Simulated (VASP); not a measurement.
Runs of VASP 6.6.1 on BP. The structure is that of space group I-4m2 (No. 119), or close to it. The cells are those of the table. 

```csv
cell,gap on the mesh (eV),pressure (GPa)
"a = 3.292, b = 3.292, c = 4.456 Å, 4 atoms",0.53,(c)
"a = 3.292, b = 3.292, c = 4.439 Å, 4 atoms",(b),-6.4
"a = 3.340, b = 3.340, c = 4.424 Å, 4 atoms",(a),-9.9
"a = 3.340, b = 3.340, c = 4.398 Å, 4 atoms",0.17,-9.1
```

Alike in all rows: task single point; level PBEsol; potentials or basis VASP PAW PBE potentials, release 64 (B, P); no spin polarisation; k mesh 8 × 8 × 6; cutoff (eV) 520; smearing gaussian 0.02 eV.

Task: Estimate the missing entries.

Result: (a) 0.26; (b) 0.47; (c) -6.9.

Caveats: the PAW data sets were made with another functional, which shifts forces and pressure a little.

A k mesh can miss the band edges.
